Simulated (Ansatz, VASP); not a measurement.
**Two plane-wave programs on ZnS**

Contents of INCAR:

```
SYSTEM = ZnS
  PREC = Accurate
  ENCUT = 520
  EDIFF = 1E-6
  ISMEAR = 0
  SIGMA = 0.05
  LREAL = .False.
  LASPH = .True.
  NELM = 100
  ALGO = Normal
  ISIF = 2
  LWAVE = .False.
  LCHARG = .False.
  GGA = PE
  NBANDS = 26
```

KPOINTS

```
Automatic mesh
0
Gamma
  9 9 4
  0 0 0
```

File POSCAR:

```
ZnS
1.0
    4.1424790287      0.0000000000      0.0000000000
   -2.0712395143      3.5874920735      0.0000000000
    0.0000000000      0.0000000000      5.4324469982
Zn S
2 2
Direct
    0.3333333333      0.6666666667      0.0052003725
    0.6666666667      0.3333333333      0.5052003725
    0.3333333333      0.6666666667      0.3665852179
    0.6666666667      0.3333333333      0.8665852179
```

Input for Ansatz:

```yaml
crystal:
  lattice:
    - [4.1424790287, 0.0, 0.0]
    - [-2.0712395143, 3.5874920735, 0.0]
    - [0.0, 0.0, 5.4324469982]
  atoms:
    - { symbol: Zn, position: [0.3333333333, 0.6666666667, 0.0052003725] }
    - { symbol: Zn, position: [0.6666666667, 0.3333333333, 0.5052003725] }
    - { symbol: S, position: [0.3333333333, 0.6666666667, 0.3665852179] }
    - { symbol: S, position: [0.6666666667, 0.3333333333, 0.8665852179] }
basis:
  ecutwfc: 520.0
kpoints:
  mp_grid: { grid: [9, 9, 4] }
hamiltonian:
  xc: pbe
scf:
  occupations: { method: gaussian, width: 0.05 }
output:
  forces: true
  stress: true
  eigenvalues: true
```

Alike in both runs: task single point; functional PBE; k mesh 9 × 9 × 4; occupations gaussian, width 0.05 eV; no spin polarisation.

```csv
,VASP,Ansatz
version,VASP 6.6.1,Ansatz 0.2.0
potentials or method,"VASP PAW PBE potentials, release 64 (Zn, S), cutoff 520 eV","scalar-relativistic, plane waves, PAW"
valence electrons in the cell,36,36
```

|  | VASP | Ansatz | Ansatz less VASP |
| --- | --- | --- | --- |
| gap on the k mesh at the Fermi level (eV) | 1.86 | 1.87 | +0.006 |
| least direct gap on the mesh (eV) | 1.86 | 1.87 | +0.006 |
| pressure (GPa) | 11.0 | 10.9 | -0.13 |
| traceless stress, the component that is largest in VASP (GPa) | 34.15 | 34.05 | -0.100 |
| rms of the force components (eV/Å) | 2.792 | 2.782 | -0.0103 |

Atom by atom the forces differ by 0.010 eV/Å (rms over components).
